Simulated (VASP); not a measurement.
Runs of VASP 6.6.1 on CuI. The structure is that of space group Cmcm (No. 63), or close to it. The cells are those of the table. 

```csv
task,cell,gap on the mesh (eV),pressure (GPa),largest force (eV/Å)
electric field gradients,"a = 5.264, b = 5.264, c = 4.307 Å, angles 90.0, 90.0, 89.7°, 4 atoms",0.90,(a),0.38
electric field gradients,"a = 5.264, b = 5.264, c = 4.393 Å, angles 90.0, 90.0, 89.7°, 4 atoms",0.91,-3.9,0.51
single point,"a = 5.264, b = 5.264, c = 4.178 Å, angles 90.0, 90.0, 89.7°, 4 atoms",0.86,-1.0,0.12
single point,"a = 5.264, b = 5.264, c = 4.307 Å, angles 90.0, 90.0, 89.7°, 4 atoms",0.90,-3.0,0.38
single point,"a = 5.264, b = 5.264, c = 4.264 Å, angles 90.0, 90.0, 89.7°, 4 atoms",0.89,(b),0.30
single point,"a = 5.264, b = 5.264, c = 4.393 Å, angles 90.0, 90.0, 89.7°, 4 atoms",0.91,-3.9,0.51
```

Alike in all rows: level LDA; potentials or basis VASP PAW LDA potentials, release 64 (Cu, I); no spin polarisation; k mesh 5 × 5 × 6; cutoff (eV) 520; smearing fermi-dirac 0.02 eV.

Question: Fill in the values left out.

Answer: (a) -2.9; (b) -2.6.

Caveats: spin-orbit coupling is left out, which moves the levels of the heavy elements; the cell stands under tension (at least some runs).

A k mesh can miss the band edges, and the runs leave out spin-orbit coupling on I.
